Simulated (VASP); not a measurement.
# Cd: single point with PBEsol

Cd:

```
Cd
1.0
     0.00000    2.04882    2.04882
     2.04882    0.00000    2.04882
     2.04882    2.04882    0.00000
Cd
1
Cartesian
  0.0000 0.0000 0.0000
```

This isn't the form of Cd at room conditions, which is hcp.

| Property | Result |
| --- | --- |
| Program | VASP 6.6.1 |
| Task | single point |
| Functional | PBEsol |
| Potentials or basis | VASP PAW PBE potentials, release 64 (Cd) |
| Cutoff | 500 eV |
| k mesh | 16 × 16 × 16 |
| Occupations | methfessel-paxton, width 0.1 eV |
| Spin | no spin polarisation |

```json
{
 "Pressure": "21.0 GPa",
 "Band gap on the k mesh": "zero (bands 6 and 7 overlap by 3.10 eV)"
}
```

Levels at points of the mesh, in eV from the Fermi level:
```csv
k point,band 3,band 4,band 5,band 6,band 7,band 8,band 9,band 10
"(0.00, 0.00, 0.00)",-10.06,-10.06,-9.30,-9.30,14.50,17.10,17.10,17.10
"(0.50, 0.00, 0.00)",-10.06,-8.70,-8.70,-3.59,-1.00,13.52,14.64,14.64
"(0.50, 0.50, 0.00)",-8.73,-8.54,-8.54,-1.69,2.23,7.44,7.44,12.77
```

Run time: 8.1 s on 1 thread of Intel(R) Xeon(R) 6975P-C (Granite Rapids), with other jobs on the host, peak memory 0.13 GiB.

Caveat: the cell stands under pressure; the PAW data sets were made with another functional, which shifts forces and pressure a little.
